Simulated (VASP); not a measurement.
# Ta (P6_3/mmc) in VASP: notebook

Ta is run at these levels: PBEsol; tasks: density of states.

Program: VASP 6.6.1. These are calculated values, not measurements. Logs are shortened: lines on timing, memory, paths and dates and some standing lists are left out, and cuts for length are marked.

## 1. The cell of the first run

The structure is hexagonal, space group P6_3/mmc (No. 194). The conventional cell has a = 2.448 Å, b = 2.448 Å, c = 4.192 Å, α = 90.00°, β = 90.00°, γ = 120.00°. Within 3.2 Å of Ta (site symmetry -6m2) lie 12 Ta at 2.45 to 2.53 Å.

## 2. Density of states, PBEsol (volume scaled by 0.6)

POSCAR

```
Ta
1.0
    2.4481354701      0.0000000000      0.0000000000
   -1.2240677351      2.1201475090      0.0000000000
    0.0000000000      0.0000000000      4.1922707373
Ta
2
Direct
    0.3333333333      0.6666666667      0.2500000000
    0.6666666667      0.3333333333      0.7500000000
```

INCAR.step1

```
PREC = Accurate
ENCUT = 520
EDIFF = 1E-6
ISMEAR = -1
SIGMA = 0.1
LREAL = False
LASPH = True
NELM = 80
ALGO = Normal
ISIF = 2
LWAVE = False
LCHARG = True
LMAXMIX = 4
GGA = PS
NBANDS = 18
```

KPOINTS.step1

```
regular mesh
0
Gamma
  17 17 9
```

INCAR.step2

```
PREC = Accurate
ENCUT = 520
EDIFF = 1E-6
ISMEAR = -5
SIGMA = 0.1
LREAL = False
LASPH = True
NELM = 80
ALGO = Normal
ISIF = 2
LWAVE = False
LCHARG = False
LMAXMIX = 4
GGA = PS
LORBIT = 11
NBANDS = 18
NEDOS = 1001
ICHARG = 11
```

KPOINTS.step2

```
regular mesh
0
Gamma
  26 26 14
```

Potentials or basis: VASP PAW PBE potentials, release 64 (Ta_pv).

Started as:

```console
cat potpaw_PBE.64/Ta_pv/POTCAR > POTCAR
cp INCAR.step1 INCAR
cp KPOINTS.step1 KPOINTS
mpirun -np 1 vasp_std > vasp.out
cp INCAR.step2 INCAR
cp KPOINTS.step2 KPOINTS
mpirun -np 1 vasp_std > vasp.out
```

OUTCAR:

```text
PREC = Accurate
   ENCUT = 520
   EDIFF = 1E-6
   ISMEAR = -5
   LREAL = False
   LASPH = True
   NELM = 80
   ISIF = 2
   GGA = PS
   LORBIT = 11
   ICHARG = 11

 ion  position               nearest neighbor table
   1  0.333  0.667  0.250-   2 2.53   2 2.53   2 2.53   2 2.53   2 2.53   2 2.53   2 3.52   2 3.52
                             2 3.52   2 3.52   2 3.52   2 3.52
   2  0.667  0.333  0.750-   1 2.53   1 2.53   1 2.53   1 2.53   1 2.53   1 2.53   1 3.52   1 3.52
                             1 3.52   1 3.52   1 3.52   1 3.52

  LATTYP: Found a hexagonal cell.
 ALAT       =     2.4481354701
 C/A-ratio  =     1.7124341314

  Lattice vectors:

 A1 = (   2.4481354701,   0.0000000000,   0.0000000000)
 A2 = (  -1.2240677351,   2.1201475090,   0.0000000000)
 A3 = (   0.0000000000,   0.0000000000,   4.1922707373)

Analysis of symmetry for initial positions (statically):
=====================================================================
 Subroutine PRICEL returns:
 Original cell was already a primitive cell.

 Routine SETGRP: Setting up the symmetry group for a
 hexagonal supercell.

 Subroutine GETGRP returns: Found 24 space group operations
 (whereof 12 operations were pure point group operations)
 out of a pool of 24 trial point group operations.

The static configuration has the point symmetry D_3d.
 The point group associated with its full space group is D_6h.

Analysis of symmetry for dynamics (positions and initial velocities):
=====================================================================
 Subroutine PRICEL returns:
 Original cell was already a primitive cell.

 Routine SETGRP: Setting up the symmetry group for a
 hexagonal supercell.

 Subroutine GETGRP returns: Found 24 space group operations
 (whereof 12 operations were pure point group operations)
 out of a pool of 24 trial point group operations.

The dynamic configuration has the point symmetry D_3d.
 The point group associated with its full space group is D_6h.

 Subroutine INISYM returns: Found 24 space group operations
 (whereof 12 operations are pure point group operations),
 and found     1 'primitive' translations

----------------------------------------------------------------------------------------

                                     Primitive cell

  volume of cell :      21.7596

  direct lattice vectors                    reciprocal lattice vectors
     2.448135470  0.000000000  0.000000000     0.408474127  0.235832647  0.000000000
    -1.224067735  2.120147509  0.000000000     0.000000000  0.471665295  0.000000000
     0.000000000  0.000000000  4.192270737     0.000000000  0.000000000  0.238534213

  length of vectors
     2.448135470  2.448135470  4.192270737     0.471665295  0.471665295  0.238534213

  position of ions in fractional coordinates (direct lattice)
     0.333333333  0.666666667  0.250000000
     0.666666667  0.333333333  0.750000000

  ion indices of the primitive-cell ions
   primitive index   ion index
                 1           1
                 2           2

----------------------------------------------------------------------------------------

 KPOINTS: regular mesh

Automatic generation of k-mesh.
 Grid dimensions read from file:
 generate k-points for:   26   26   14

 Generating k-lattice:

  Cartesian coordinates                     Fractional coordinates (reciprocal lattice)
     0.015710543  0.009070486  0.000000000     0.038461538  0.000000000  0.000000000
     0.000000000  0.018140973  0.000000000     0.000000000  0.038461538  0.000000000
     0.000000000  0.000000000  0.017038158     0.000000000  0.000000000  0.071428571

  Length of vectors
     0.018140973  0.018140973  0.017038158

  Shift w.r.t. Gamma in fractional coordinates (k-lattice)
     0.000000000  0.000000000  0.000000000

 TETIRR: Found   9646 inequivalent tetrahedra from    56784

 Subroutine IBZKPT returns following result:
 ===========================================

 Found    560 irreducible k-points:

 Following reciprocal coordinates:
            Coordinates               Weight
  0.000000  0.000000  0.000000      1.000000
  0.038462 -0.000000  0.000000      6.000000
  0.076923 -0.000000  0.000000      6.000000
  0.115385  0.000000  0.000000      6.000000
  0.153846  0.000000  0.000000      6.000000
  0.192308  0.000000  0.000000      6.000000
[... 16 lines left out ...]
  0.346154  0.038462  0.000000     12.000000
  0.384615  0.038462  0.000000     12.000000
 [... further k-points ...]
   k-points           NKPTS =    560   k-points in BZ     NKDIM =    560   number of bands    NBANDS=     18
   number of dos      NEDOS =   1001   number of ions     NIONS =      2
   total plane-waves  NPLWV =  10368
   dimension x,y,z NGX =    18 NGY =   18 NGZ =   32
   dimension x,y,z NGXF=    36 NGYF=   36 NGZF=   64
   ions per type =               2
   NGX,Y,Z   is equivalent  to a cutoff of  12.22, 12.22, 12.69 a.u.
   NGXF,Y,Z  is equivalent  to a cutoff of  24.45, 24.45, 25.38 a.u.
 SYSTEM =  unknown system
   PREC   = accura    normal or accurate (medium, high low for compatibility)
   ISTART =      0    job   : 0-new  1-cont  2-samecut
   ICHARG =     11    charge: 1-file 2-atom 10-const
   ISPIN  =      1    spin polarized calculation?
   LNONCOLLINEAR =      F non collinear calculations
   LSORBIT =      F    spin-orbit coupling
   LASPH  =      T    aspherical Exc in radial PAW
   ENCUT  =  520.0 eV  38.22 Ry    6.18 a.u.   4.55  4.55  7.79*2*pi/ulx,y,z
   NELM   =     80;   NELMIN=  2; NELMDL=  0     # of ELM steps
   EDIFF  = 0.1E-05   stopping-criterion for ELM
   LREAL  =      F    real-space projection
   EDIFFG = 0.1E-04   stopping-criterion for IOM
   NSW    =      0    number of steps for IOM
   IBRION =     -1    ionic relax: 0-MD 1-quasi-New 2-CG
   NFREE  =      0    steps in history (QN), initial steepest desc. (CG)
   ISIF   =      2    stress and relaxation
   ISYM   =      2    0-nonsym 1-usesym 2-fastsym
   POTIM  = 0.5000    time-step for ionic-motion
   TEBEG  =    0.0;   TEEND  =   0.0 temperature during run
   PSTRESS=    0.0 pullay stress
   NELECT =      22.0000    total number of electrons
   NUPDOWN=      -1.0000    fix difference up-down
   EMIN   =  10.00;   EMAX   =-10.00  energy-range for DOS
   EFERMI =   0.00;   METHOD = LEGACY
   ISMEAR =    -5;   SIGMA  =   0.10  broadening in eV -4-tet -1-fermi 0-gaus
   EFERMI_NEDOS =   21; number of points for ismear=-14 and -15
   IALGO  =     38    algorithm
   IMIX   =      4    mixing-type and parameters
     AMIX     =   0.40;   BMIX     =  1.00
     AMIX_MAG =   1.60;   BMIX_MAG =  1.00
  volume/ion in A,a.u.               =      10.88        73.42
  Fermi-wavevector in a.u.,A,eV,Ry     =   1.643105  3.105019 36.732949  2.699796
  Thomas-Fermi vector in A             =   2.733296
   LORBIT       =     11    0 simple, 1 ext, 2 COOP (PROOUT), +10 PAW based schemes
   GGA     = PS    functional components
   LHFCALC =     F    Hartree Fock is set to
   AEXX    =    0.0000 exact exchange contribution
   IVDW    =     0    specifies the selected vdW correction
   LEPSILON=     F    determine dielectric tensor
   LRPA    =     F    only Hartree local field effects (RPA)
 non-spin polarized calculation
 Fermi weights with tetrahedron method with Bloechl corrections
  energy-cutoff  :      520.00
  volume of cell :       21.76
 maximum number of plane-waves:       606

 number of electron      21.9999996 magnetization

 Free energy of the ion-electron system (eV)
  ---------------------------------------------------
  ext. energy  EPLUGINS =         0.00000000
  ---------------------------------------------------
  free energy    TOTEN  =       -16.55491395 eV

  energy without entropy =      -16.55491395  energy(sigma->0) =      -16.55491395

 E-fermi :  10.9780     XC(G=0): -15.5329

 val. band max:       11.1114308524   @ k =   0.3846   0.0769   0.0000
 cond. band min:      10.8243039677   @ k =   0.3462   0.1923   0.0000
 fundamental gap:     -0.2871268847
 Fermi energy:        10.9779751698

 k-point     1 :       0.0000    0.0000    0.0000
  band No.  band energies     occupation
      1     -25.7144      2.00000
      2     -21.0653      2.00000
      3     -21.0653      2.00000
      4     -20.9350      2.00000
      5     -20.5567      2.00000
      6     -20.5567      2.00000
[... 10 lines left out ...]
     17      19.4390      0.00000
     18      19.4390      0.00000

 k-point     2 :       0.0385   -0.0000    0.0000
  band No.  band energies     occupation
      1     -25.6921      2.00000
      2     -21.1461      2.00000
      3     -21.0877      2.00000
      4     -20.9402      2.00000
      5     -20.6395      2.00000
      6     -20.5669      2.00000
[... 10 lines left out ...]
     17      19.5349      0.00000
     18      19.9299      0.00000

 k-point     3 :       0.0769   -0.0000    0.0000
  band No.  band energies     occupation
      1     -25.6257      2.00000
      2     -21.3805      2.00000
      3     -21.1522      2.00000
      4     -20.9562      2.00000
      5     -20.8775      2.00000
      6     -20.5977      2.00000
[... 10 lines left out ...]
     17      19.7861      0.00000
     18      21.0274      0.00000

 k-point     4 :       0.1154    0.0000    0.0000
  band No.  band energies     occupation
      1     -25.5166      2.00000
      2     -21.7465      2.00000
      3     -21.2522      2.00000
      4     -21.2430      2.00000
      5     -20.9843      2.00000
      6     -20.6489      2.00000
[... 375 lines left out ...]
      4     -22.0581      2.00000
      5     -21.4453      2.00000
      6     -21.1819      2.00000
[... 10 lines left out ...]
     17      21.1824      0.00000
     18      26.1165      0.00000

 k-point    23 :       0.3462    0.0385    0.0000
  band No.  band energies     occupation
      1     -24.9712      2.00000
      2     -24.2972      2.00000
      3     -24.0476      2.00000
      4     -22.1778      2.00000
      5     -21.5884      2.00000
      6     -21.2651      2.00000
[... 10 lines left out ...]
     17      21.2317      0.00000
     18      25.9700      0.00000

 k-point    24 :       0.3846    0.0385    0.0000
  band No.  band energies     occupation
      1     -25.2865      2.00000
      2     -24.5838      2.00000
      3     -23.7990      2.00000
      4     -22.2718      2.00000
      5     -21.7377      2.00000
      6     -21.3318      2.00000
[... 10 lines left out ...]
     17      21.8476      0.00000
     18      25.5410      0.00000

 [... further k-points ...]

------------------------ aborting loop because EDIFF is reached ----------------------------------------

  FORCE on cell =-STRESS in cart. coord.  units (eV):
  Direction    XX          YY          ZZ          XY          YZ          ZX
  --------------------------------------------------------------------------------------
  -------------------------------------------------------------------------------------
  Total       35.8602482     35.8602482     35.3973466     -0.0000000     -0.0000000     -0.0000000
  in kB     2640.4200813   2640.4200813   2606.3362556     -0.0000001     -0.0000000     -0.0000000
  external PRESSURE =    2629.0588061 kB  Pullay stress =       0.0000000 kB

 VOLUME and BASIS-vectors are now :
 -----------------------------------------------------------------------------
  energy-cutoff  :      520.00
  volume of cell :       21.76
      direct lattice vectors                 reciprocal lattice vectors
     2.448135470  0.000000000  0.000000000     0.408474127  0.235832647  0.000000000
    -1.224067735  2.120147509  0.000000000     0.000000000  0.471665295  0.000000000
     0.000000000  0.000000000  4.192270737     0.000000000  0.000000000  0.238534213

 POSITION                                       TOTAL-FORCE (eV/Angst)
 -----------------------------------------------------------------------------------
     -0.00000      1.41343      1.04807         0.000000     -0.000000      0.000000
      1.22407      0.70672      3.14420        -0.000000      0.000000      0.000000
 -----------------------------------------------------------------------------------
    total drift:                               -0.000000      0.000000     -0.000000

  FREE ENERGIE OF THE ION-ELECTRON SYSTEM (eV)
  ---------------------------------------------------
  free  energy   TOTEN  =       -16.5549139511 eV

  energy  without entropy=      -16.5549139511  energy(sigma->0) =      -16.55491395

 total charge

# of ion       s       p       d       tot
------------------------------------------
    1        0.543   6.302   3.505  10.351
    2        0.543   6.302   3.505  10.351
--------------------------------------------------
tot          1.086  12.605   7.011  20.702
```

It took 63 s on 1 thread of AMD EPYC 9R45 (Zen 5), shared host; peak memory 0.27 GiB.

Results:

```yaml
Valence_electrons_inside_the_program's_atomic_spheres: Ta 10.35
```

Levels at points of the mesh, in eV from the Fermi level:
```csv
k point,band 8,band 9,band 10,band 11,band 12,band 13,band 14,band 15
"(0.00, 0.00, 0.00)",-7.49,-1.60,-0.38,-0.38,1.02,1.02,3.69,3.69
"(0.50, 0.00, 0.00)",-6.89,-6.29,-0.51,-0.24,1.32,1.56,10.45,11.17
"(0.00, 0.00, 0.50)",-7.02,-1.40,-1.40,-0.36,-0.36,-0.36,-0.36,7.39
"(0.50, 0.00, 0.50)",-7.88,-5.25,-5.25,3.36,3.36,4.82,4.82,11.06
```

Caveat: the PAW data sets were made with another functional, which shifts forces and pressure a little; spin-orbit coupling is left out, which moves the levels of the heavy elements; tetrahedron occupations give inexact forces and stress in metals.

## 3. Density of states, PBEsol (volume scaled by 0.6)

POSCAR is that of step 2.

INCAR.step1

```
SYSTEM = Ta
  ALGO = Normal
  EDIFF = 1E-6
  ENCUT = 520
  GGA = PS
  ISIF = 2
  ISMEAR = -1
  LASPH = .True.
  LCHARG = .True.
  LMAXMIX = 4
  LREAL = .False.
  LWAVE = .False.
  NBANDS = 18
  NELM = 80
  PREC = Accurate
  SIGMA = 0.1
```

KPOINTS.step1

```
k-points
0
Gamma
  17 17 9
  0 0 0
```

INCAR.step2

```
SYSTEM = Ta
  ALGO = Normal
  EDIFF = 1E-6
  ENCUT = 520
  GGA = PS
  ICHARG = 11
  ISIF = 2
  ISMEAR = -5
  LASPH = .True.
  LCHARG = .False.
  LMAXMIX = 4
  LORBIT = 11
  LREAL = .False.
  LWAVE = .False.
  NEDOS = 2001
  NELM = 80
  PREC = Accurate
  SIGMA = 0.1
```

KPOINTS.step2

```
k-points
0
Gamma
  26 26 14
  0 0 0
```

Potentials or basis: VASP PAW PBE potentials, release 64 (Ta_pv).

Started as:

```console
cat potpaw_PBE.64/Ta_pv/POTCAR > POTCAR
cp INCAR.step1 INCAR
cp KPOINTS.step1 KPOINTS
mpirun -np 1 vasp_std > vasp.out
cp INCAR.step2 INCAR
cp KPOINTS.step2 KPOINTS
mpirun -np 1 vasp_std > vasp.out
```

Run time: 58 s. Hardware: 1 thread of AMD EPYC 9R45 (Zen 5), shared host; peak memory 0.25 GiB.

It converged, with:

```
Valence electrons inside the program's atomic spheres : Ta 10.35
```

Levels at points of the mesh, in eV from the Fermi level:
| k point | band 9 | band 10 | band 11 | band 12 | band 13 | band 14 |
| --- | --- | --- | --- | --- | --- | --- |
| (0.00, 0.00, 0.00) | -1.60 | -0.38 | -0.38 | 1.02 | 1.02 | 3.69 |
| (0.50, 0.00, 0.00) | -6.29 | -0.51 | -0.24 | 1.32 | 1.56 | 10.45 |
| (0.00, 0.00, 0.50) | -1.40 | -1.40 | -0.36 | -0.36 | -0.36 | -0.36 |
| (0.50, 0.00, 0.50) | -5.25 | -5.25 | 3.36 | 3.36 | 4.82 | 4.82 |

Caveat: the PAW data sets were made with another functional, which shifts forces and pressure a little; spin-orbit coupling is left out, which moves the levels of the heavy elements; tetrahedron occupations give inexact forces and stress in metals.

[end of part 1 of 2]
